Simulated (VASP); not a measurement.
Here is a VASP 6.6.1 calculation.

Contents of INCAR:

```
ALGO     = Normal         # electronic algorithm
EDIFF    = 1E-6           # SCF threshold, eV
ENCUT    = 520            # plane-wave cutoff, eV
GGA      = PE             # functional
ISIF     = 2              # what is computed and relaxed
ISMEAR   = 0              # smearing method
LASPH    = T              # aspherical terms in the spheres
LCHARG   = F              # write CHGCAR
LREAL    = F              # projectors in reciprocal space
LWAVE    = F              # write WAVECAR
NBANDS   = 23             # bands
NELM     = 100            # most SCF steps
PREC     = Accurate       # precision mode
SIGMA    = 0.1            # smearing width, eV
```

The input KPOINTS:

```
k-points
0
Gamma
  6 6 4
```

Contents of POSCAR:

```
BeSO
1.0
    5.0175255600      0.0000000000      0.0000000000
   -2.5087627800      4.3453046000      0.0000000000
    0.0000000000      0.0000000000      4.2317012800
Be S O
2 2 2
Direct
    0.0000000000      0.0000000000      0.8165650600
    0.0000000000      0.0000000000      0.1834349400
    0.3333333300      0.6666666700      0.0000000000
    0.6666666700      0.3333333300      0.0000000000
    0.3333333300      0.6666666700      0.5000000000
    0.6666666700      0.3333333300      0.5000000000
```

Potentials or basis: VASP PAW PBE potentials, release 64 (Be, S, O).

Launch:

```bash
$ cat potpaw_PBE.64/Be/POTCAR potpaw_PBE.64/S/POTCAR potpaw_PBE.64/O/POTCAR > POTCAR
$ mpirun -np 1 vasp_std > vasp.out
```

Problem. Predict the largest force.

Solution. 8.972 eV/Å.

Problem. Predict the band gap on the k mesh.

Solution. Zero (band 14 reaches 3.08 eV, above the bottom of band 15 at 1.32 eV).

Stress tensor (GPa, compression positive):
```
-10.64   0.00   0.00
  0.00 -10.64   0.00
  0.00   0.00  -2.17
```

Caveat: the k points lie up to 0.37 Å⁻¹ apart; forces of over 1 eV/Å act on the atoms, so gaps and moduli don't describe the material at rest.
